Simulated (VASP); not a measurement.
A run of VASP 6.6.1:

File INCAR:

```
  PREC = Accurate
  ENCUT = 520
  EDIFF = 1E-6
  ISMEAR = -1
  SIGMA = 0.1
  LREAL = False
  LASPH = True
  NELM = 100
  ALGO = Normal
  ISIF = 2
  LWAVE = False
  LCHARG = True
  GGA = RE
  LELF = True
  LVHAR = True
  NBANDS = 12
```

The input KPOINTS:

```
regular mesh
0
Gamma
  15 15 15
```

POSCAR

```
Cr
1.0
    2.3522879563      0.0000000000      0.0000000000
    0.0000000000      2.3522879563      0.0000000000
    0.0000000000      0.0000000000      2.3522879563
Cr
1
Direct
    0.0000000000      0.0000000000      0.0000000000
```

Potentials or basis: VASP PAW PBE potentials, release 64 (Cr_pv).

Launch:

```console
$ cat potpaw_PBE.64/Cr_pv/POTCAR > POTCAR
$ mpirun -np 1 vasp_std > vasp.out
```

Hardware: 1 thread of Intel(R) Xeon(R) Platinum 8259CL CPU @ 2.50GHz (Skylake/Cascade Lake), on a shared host.

Question: Estimate the wall time of this run.

Answer: Wall time 11 s on 1 thread of Intel(R) Xeon(R) Platinum 8259CL CPU @ 2.50GHz (Skylake/Cascade Lake) (shared host), peak memory 0.13 GiB. Counts: scf iterations 12, k points 120.
